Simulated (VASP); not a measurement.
A run of VASP 6.6.1:

File INCAR:

```
SYSTEM = Ir
PREC = Accurate ; ENCUT = 520
EDIFF = 1E-6 ; ISMEAR = 0
SIGMA = 0.15 ; LREAL = .False.
LASPH = .True. ; NELM = 100
ALGO = Fast ; ISIF = 2
LWAVE = .False. ; LCHARG = .False.
GGA = PS ; NBANDS = 16
```

KPOINTS

```
regular mesh
0
Gamma
  18 18 12
  0 0 0
```

The input POSCAR:

```
Ir
1.0
    2.7513778946      0.0000000000      0.0000000000
   -1.3756889473      2.3827631521      0.0000000000
    0.0000000000      0.0000000000      4.4622900000
Ir
2
Direct
    0.5031122524      0.3333333333      0.7500000000
    0.3333333333      0.6666666667      0.2500000000
```

Potentials or basis: VASP PAW PBE potentials, release 64 (Ir).

The run is started by

```console
$ cat potpaw_PBE.64/Ir/POTCAR > POTCAR
$ mpirun -np 1 vasp_std > vasp.out
```

Hardware: 1 thread of AMD EPYC 7R13, on a shared host.

Question: How long does it take, and how much memory?

Answer: Wall time 19 min on 1 thread of AMD EPYC 7R13 (shared host), peak memory 0.5 GiB. Counts: scf iterations 18, k points 1148.
